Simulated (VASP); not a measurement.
Here is a VASP 6.6.1 calculation.

The input INCAR:

```
SYSTEM = AlN
ALGO = Normal
EDIFF = 1E-6
ENCUT = 520
GGA = PE
ISIF = 2
ISMEAR = 0
LASPH = .TRUE.
LCHARG = .FALSE.
LREAL = .FALSE.
LWAVE = .FALSE.
NBANDS = 26
NELM = 100
PREC = Accurate
SIGMA = 0.05
```

Contents of KPOINTS:

```
k-points
0
G
  8 8 8
  0 0 0
```

Contents of POSCAR:

```
AlN
1.0
   -3.1302395627      0.0000000000      0.0000000000
    0.0000000000      5.4217339625      0.0000000000
    1.5651197814     -2.7108669813     -5.0179796546
Al N
4 4
Direct
    0.9991923306      0.3318736402      0.9983846612
    0.4990789519      0.8330643090      0.9981579038
    0.2493209427      0.9159774605      0.4986418855
    0.7489503398      0.4156271553      0.4979006795
    0.8064430549      0.1399662732      0.6128861098
    0.3102856626      0.6434291110      0.6205713252
    0.0583643587      0.7319476318      0.1167287175
    0.5583643588      0.2181144190      0.1167287175
```

Potentials or basis: VASP PAW PBE potentials, release 64 (Al, N).

Launch:

```sh
$ cat potpaw_PBE.64/Al/POTCAR potpaw_PBE.64/N/POTCAR > POTCAR
$ mpirun -np 1 vasp_std > vasp.out
```

Predict the largest force.

1.015 eV/Å.

Estimate the pressure.

-0.1 GPa.

Estimate the band gap on the k mesh.

4.03 eV.

Forces on the atoms (eV/Å):
```
Al   0.000  0.135  0.038
Al   0.000 -0.218 -0.017
Al   0.000  0.004  0.093
Al   0.000 -0.003 -0.089
N    0.000 -0.030 -0.486
N    0.000  0.025  0.511
N    0.000 -0.928 -0.023
N    0.000  1.015 -0.028
```

Caveat: the cell differs from its parent crystal (mode 23 (707.6 1/cm) frozen in, largest displacement +0.037 Å); forces of over 1 eV/Å act on the atoms, so gaps and moduli don't describe the material at rest. A k mesh can miss the band edges.
